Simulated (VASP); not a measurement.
# YbRu3 (Pm-3m) in VASP: single point with r2SCAN

Aim: the single point of YbRu3 with r2SCAN.

All numbers are computed with VASP 6.6.1; they aren't measurements. Logs are shortened: lines on timing, memory, paths and dates and some standing lists are left out, and cuts for length are marked.

## (1) The cell of the first run

Symmetry: Pm-3m, No. 221, cubic system. The conventional cell has a = 4.001 Å, b = 4.001 Å, c = 4.001 Å, α = 90.00°, β = 90.00°, γ = 90.00°. Within 3.7 Å of Yb (site symmetry m-3m) lie 12 Ru at 2.83 Å. Ru (site symmetry 4/mmm) has 4 Yb at 2.83 Å and 8 Ru at 2.83 Å within 3.7 Å.

## (2) Single point, r2SCAN

Contents of POSCAR:

```
YbRu3
1.0
    4.0014744057      0.0000000000      0.0000000000
    0.0000000000      4.0014744057      0.0000000000
    0.0000000000      0.0000000000      4.0014744057
Yb Ru
1 3
Direct
    0.0000000000      0.0000000000      0.0000000000
    0.0000000000      0.5000000000      0.5000000000
    0.5000000000      0.5000000000      0.0000000000
    0.5000000000      0.0000000000      0.5000000000
```

Contents of INCAR.step1:

```
PREC     = Accurate       # precision mode
ENCUT    = 520            # plane-wave cutoff, eV
ISMEAR   = 0              # smearing method
SIGMA    = 0.05           # smearing width, eV
LREAL    = False          # projectors in reciprocal space
LASPH    = True           # aspherical terms in the spheres
NELM     = 60             # most SCF steps
NBANDS   = 41             # bands
GGA      = PE             # functional
ALGO     = Normal         # electronic algorithm
EDIFF    = 1E-4           # SCF threshold, eV
LWAVE    = True           # write WAVECAR
LCHARG   = False          # write CHGCAR
```

Contents of INCAR.step2:

```
PREC     = Accurate       # precision mode
ENCUT    = 520            # plane-wave cutoff, eV
EDIFF    = 1E-6           # SCF threshold, eV
ISMEAR   = 0              # smearing method
SIGMA    = 0.05           # smearing width, eV
LREAL    = False          # projectors in reciprocal space
LASPH    = True           # aspherical terms in the spheres
NELM     = 60             # most SCF steps
ALGO     = Normal         # electronic algorithm
ISIF     = 2              # what is computed and relaxed
LWAVE    = False          # write WAVECAR
LCHARG   = False          # write CHGCAR
METAGGA  = R2SCAN         # meta-GGA
LMIXTAU  = True         
NBANDS   = 41             # bands
ISTART   = 1
```

Contents of KPOINTS:

```
regular mesh
0
Gamma
  8 8 8
```

Potentials or basis: VASP PAW PBE potentials, release 64 (Yb, Ru_pv).

Command:

```bash
cat potpaw_PBE.64/Yb/POTCAR potpaw_PBE.64/Ru_pv/POTCAR > POTCAR
cp INCAR.step1 INCAR
mpirun -np 1 vasp_std > vasp.out
cp INCAR.step2 INCAR
mpirun -np 1 vasp_std > vasp.out
```

OUTCAR:

```text
PREC = Accurate
   ENCUT = 520
   EDIFF = 1E-6
   ISMEAR = 0
   LREAL = False
   LASPH = True
   NELM = 60
   ISIF = 2
   METAGGA = R2SCAN
   ISTART = 1

 ion  position               nearest neighbor table
   1  0.000  0.000  0.000-   2 2.83   3 2.83   4 2.83   2 2.83   4 2.83   2 2.83   3 2.83   2 2.83
                             3 2.83   4 2.83   4 2.83   3 2.83
   2  0.000  0.500  0.500-   1 2.83   3 2.83   4 2.83   1 2.83   3 2.83   1 2.83   4 2.83   1 2.83
                             3 2.83   4 2.83   3 2.83   4 2.83
   3  0.500  0.500  0.000-   1 2.83   2 2.83   4 2.83   2 2.83   4 2.83   1 2.83   4 2.83   4 2.83
                             1 2.83   2 2.83   2 2.83   1 2.83
   4  0.500  0.000  0.500-   1 2.83   2 2.83   3 2.83   1 2.83   3 2.83   2 2.83   3 2.83   3 2.83
                             1 2.83   2 2.83   1 2.83   2 2.83

  LATTYP: Found a simple cubic cell.
 ALAT       =     4.0014744057

  Lattice vectors:

 A1 = (   4.0014744057,   0.0000000000,   0.0000000000)
 A2 = (   0.0000000000,   4.0014744057,   0.0000000000)
 A3 = (   0.0000000000,   0.0000000000,   4.0014744057)

Analysis of symmetry for initial positions (statically):
=====================================================================
 Subroutine PRICEL returns:
 Original cell was already a primitive cell.

 Routine SETGRP: Setting up the symmetry group for a
 simple cubic supercell.

 Subroutine GETGRP returns: Found 48 space group operations
 (whereof 48 operations were pure point group operations)
 out of a pool of 48 trial point group operations.

The static configuration has the point symmetry O_h .

Analysis of symmetry for dynamics (positions and initial velocities):
=====================================================================
 Subroutine PRICEL returns:
 Original cell was already a primitive cell.

 Routine SETGRP: Setting up the symmetry group for a
 simple cubic supercell.

 Subroutine GETGRP returns: Found 48 space group operations
 (whereof 48 operations were pure point group operations)
 out of a pool of 48 trial point group operations.

The dynamic configuration has the point symmetry O_h .

 Subroutine INISYM returns: Found 48 space group operations
 (whereof 48 operations are pure point group operations),
 and found     1 'primitive' translations

----------------------------------------------------------------------------------------

                                     Primitive cell

  volume of cell :      64.0708

  direct lattice vectors                    reciprocal lattice vectors
     4.001474406  0.000000000  0.000000000     0.249907884  0.000000000  0.000000000
     0.000000000  4.001474406  0.000000000     0.000000000  0.249907884  0.000000000
     0.000000000  0.000000000  4.001474406     0.000000000  0.000000000  0.249907884

  length of vectors
     4.001474406  4.001474406  4.001474406     0.249907884  0.249907884  0.249907884

  position of ions in fractional coordinates (direct lattice)
     0.000000000  0.000000000  0.000000000
     0.000000000  0.500000000  0.500000000
     0.500000000  0.500000000  0.000000000
     0.500000000  0.000000000  0.500000000

  ion indices of the primitive-cell ions
   primitive index   ion index
                 1           1
                 2           2
                 3           3
                 4           4

----------------------------------------------------------------------------------------

 KPOINTS: regular mesh

Automatic generation of k-mesh.
 Grid dimensions read from file:
 generate k-points for:    8    8    8

 Generating k-lattice:

  Cartesian coordinates                     Fractional coordinates (reciprocal lattice)
     0.031238485  0.000000000  0.000000000     0.125000000  0.000000000  0.000000000
     0.000000000  0.031238485  0.000000000     0.000000000  0.125000000  0.000000000
     0.000000000  0.000000000  0.031238485     0.000000000  0.000000000  0.125000000

  Length of vectors
     0.031238485  0.031238485  0.031238485

  Shift w.r.t. Gamma in fractional coordinates (k-lattice)
     0.000000000  0.000000000  0.000000000

 Subroutine IBZKPT returns following result:
 ===========================================

 Found     35 irreducible k-points:

 Following reciprocal coordinates:
            Coordinates               Weight
  0.000000  0.000000  0.000000      1.000000
  0.125000  0.000000  0.000000      6.000000
  0.250000  0.000000  0.000000      6.000000
  0.375000  0.000000  0.000000      6.000000
  0.500000  0.000000  0.000000      3.000000
  0.125000  0.125000  0.000000     12.000000
[... 16 lines left out ...]
  0.375000  0.375000  0.125000     24.000000
  0.500000  0.375000  0.125000     24.000000
 [... further k-points ...]
   k-points           NKPTS =     35   k-points in BZ     NKDIM =     35   number of bands    NBANDS=     41
   number of dos      NEDOS =    301   number of ions     NIONS =      4
   total plane-waves  NPLWV =  27000
   dimension x,y,z NGX =    30 NGY =   30 NGZ =   30
   dimension x,y,z NGXF=    60 NGYF=   60 NGZF=   60
   ions per type =               1   3
   NGX,Y,Z   is equivalent  to a cutoff of  12.46, 12.46, 12.46 a.u.
   NGXF,Y,Z  is equivalent  to a cutoff of  24.93, 24.93, 24.93 a.u.
 SYSTEM =  unknown system
   PREC   = accura    normal or accurate (medium, high low for compatibility)
   ISTART =      1    job   : 0-new  1-cont  2-samecut
   ICHARG =      0    charge: 1-file 2-atom 10-const
   ISPIN  =      1    spin polarized calculation?
   LNONCOLLINEAR =      F non collinear calculations
   LSORBIT =      F    spin-orbit coupling
   LASPH  =      T    aspherical Exc in radial PAW
   ENCUT  =  520.0 eV  38.22 Ry    6.18 a.u.   7.44  7.44  7.44*2*pi/ulx,y,z
   NELM   =     60;   NELMIN=  2; NELMDL=  0     # of ELM steps
   EDIFF  = 0.1E-05   stopping-criterion for ELM
   LREAL  =      F    real-space projection
   EDIFFG = 0.1E-04   stopping-criterion for IOM
   NSW    =      0    number of steps for IOM
   IBRION =     -1    ionic relax: 0-MD 1-quasi-New 2-CG
   NFREE  =      0    steps in history (QN), initial steepest desc. (CG)
   ISIF   =      2    stress and relaxation
   ISYM   =      2    0-nonsym 1-usesym 2-fastsym
   POTIM  = 0.5000    time-step for ionic-motion
   TEBEG  =    0.0;   TEEND  =   0.0 temperature during run
   PSTRESS=    0.0 pullay stress
   NELECT =      66.0000    total number of electrons
   NUPDOWN=      -1.0000    fix difference up-down
   EMIN   =  10.00;   EMAX   =-10.00  energy-range for DOS
   EFERMI =   0.00;   METHOD = LEGACY
   ISMEAR =     0;   SIGMA  =   0.05  broadening in eV -4-tet -1-fermi 0-gaus
   EFERMI_NEDOS =   21; number of points for ismear=-14 and -15
   IALGO  =     38    algorithm
   IMIX   =      4    mixing-type and parameters
     AMIX     =   0.40;   BMIX     =  1.00
     AMIX_MAG =   1.60;   BMIX_MAG =  1.00
  volume/ion in A,a.u.               =      16.02       108.09
  Fermi-wavevector in a.u.,A,eV,Ry     =   1.653368  3.124412 37.193220  2.733625
  Thomas-Fermi vector in A             =   2.741818
   LORBIT       =      0    0 simple, 1 ext, 2 COOP (PROOUT), +10 PAW based schemes
   METAGGA = R2SCAN    functional components
   LHFCALC =     F    Hartree Fock is set to
   AEXX    =    0.0000 exact exchange contribution
   IVDW    =     0    specifies the selected vdW correction
   LEPSILON=     F    determine dielectric tensor
   LRPA    =     F    only Hartree local field effects (RPA)
 non-spin polarized calculation
 Gauss-broadening in eV      SIGMA  =   0.05
  energy-cutoff  :      520.00
  volume of cell :       64.07
 maximum number of plane-waves:      1751
 NGX is ok and might be reduce to    30
   NGX = 15   NGY = 15   NGZ = 15

 number of electron      66.0000035 magnetization

 Free energy of the ion-electron system (eV)
  ---------------------------------------------------
  ext. energy  EPLUGINS =         0.00000000
  ---------------------------------------------------
  free energy    TOTEN  =      -110.66124169 eV

  energy without entropy =     -110.64976538  energy(sigma->0) =     -110.65550354

 E-fermi :   8.4062     XC(G=0): -14.3480

 val. band max:        8.3968456192   @ k =   0.3750   0.2500   0.0000
 cond. band min:       8.4068457241   @ k =   0.2500   0.2500   0.0000
 fundamental gap:      0.0100001049
 Fermi energy:         8.4062396717

 k-point     1 :       0.0000    0.0000    0.0000
  band No.  band energies     occupation
      1     -44.1678      2.00000
      2     -35.4209      2.00000
      3     -35.4209      2.00000
      4     -35.4209      2.00000
      5     -35.0956      2.00000
      6     -35.0956      2.00000
[... 33 lines left out ...]
     40      14.8072      0.00000
     41      14.8072      0.00000

 k-point     2 :       0.1250    0.0000    0.0000
  band No.  band energies     occupation
      1     -44.1681      2.00000
      2     -35.4110      2.00000
      3     -35.4110      2.00000
      4     -35.4040      2.00000
      5     -35.0988      2.00000
      6     -35.0988      2.00000
[... 33 lines left out ...]
     40      14.6322      0.00000
     41      15.1026      0.00000

 k-point     3 :       0.2500    0.0000    0.0000
  band No.  band energies     occupation
      1     -44.1688      2.00000
      2     -35.3847      2.00000
      3     -35.3847      2.00000
      4     -35.3559      2.00000
      5     -35.1094      2.00000
      6     -35.1094      2.00000
[... 33 lines left out ...]
     40      14.2173      0.00000
     41      15.0789      0.00000

 k-point     4 :       0.3750    0.0000    0.0000
  band No.  band energies     occupation
      1     -44.1695      2.00000
      2     -35.3532      2.00000
      3     -35.3532      2.00000
      4     -35.2842      2.00000
      5     -35.1266      2.00000
      6     -35.1266      2.00000
[... 825 lines left out ...]
     40      13.1849      0.00000
     41      14.3595      0.00000

 k-point    23 :       0.3750    0.3750    0.1250
  band No.  band energies     occupation
      1     -44.1679      2.00000
      2     -35.4446      2.00000
      3     -35.3039      2.00000
      4     -35.2314      2.00000
      5     -35.2215      2.00000
      6     -35.1679      2.00000
[... 33 lines left out ...]
     40      13.5281      0.00000
     41      13.7931      0.00000

 k-point    24 :       0.5000    0.3750    0.1250
  band No.  band energies     occupation
      1     -44.1676      2.00000
      2     -35.4474      2.00000
      3     -35.3197      2.00000
      4     -35.2218      2.00000
      5     -35.2177      2.00000
      6     -35.1771      2.00000
[... 33 lines left out ...]
     40      13.4528      0.00000
     41      13.7563      0.00000

 [... further k-points ...]

------------------------ aborting loop because EDIFF is reached ----------------------------------------

  FORCE on cell =-STRESS in cart. coord.  units (eV):
  Direction    XX          YY          ZZ          XY          YZ          ZX
  --------------------------------------------------------------------------------------
  -------------------------------------------------------------------------------------
  Total       -1.6717370     -1.6717370     -1.6717370      0.0000000      0.0000000     -0.0000000
  in kB      -41.8040542    -41.8040542    -41.8040542      0.0000000      0.0000000     -0.0000000
  external PRESSURE =     -41.8040542 kB  Pullay stress =       0.0000000 kB

 VOLUME and BASIS-vectors are now :
 -----------------------------------------------------------------------------
  energy-cutoff  :      520.00
  volume of cell :       64.07
      direct lattice vectors                 reciprocal lattice vectors
     4.001474406  0.000000000  0.000000000     0.249907884  0.000000000  0.000000000
     0.000000000  4.001474406  0.000000000     0.000000000  0.249907884  0.000000000
     0.000000000  0.000000000  4.001474406     0.000000000  0.000000000  0.249907884

 POSITION                                       TOTAL-FORCE (eV/Angst)
 -----------------------------------------------------------------------------------
      0.00000      0.00000      0.00000         0.000000      0.000000      0.000000
      0.00000      2.00074      2.00074         0.000000      0.000000      0.000000
      2.00074      2.00074      0.00000         0.000000      0.000000      0.000000
      2.00074      0.00000      2.00074         0.000000      0.000000      0.000000
 -----------------------------------------------------------------------------------
    total drift:                                0.000000      0.000000     -0.000000

  FREE ENERGIE OF THE ION-ELECTRON SYSTEM (eV)
  ---------------------------------------------------
  free  energy   TOTEN  =      -110.6612416943 eV

  energy  without entropy=     -110.6497653820  energy(sigma->0) =     -110.65550354
```

Wall time 7.2 min (1 thread of Intel Xeon 6975P-C (Granite Rapids), shared host); peak memory 0.23 GiB.

Results:

| Quantity | Value |
| --- | --- |
| Free energy | -110.6612 eV |
| Pressure | -4.2 GPa |
| Band gap on the k mesh | zero (bands 33 and 34 overlap by 2.04 eV) |

Caveat: the cell stands under tension; the PAW data sets were made with another functional, which shifts forces and pressure a little; spin-orbit coupling is left out, which moves the levels of the heavy elements. Spin polarisation is off, so any magnetic state and its effect on volume and gap are missing.
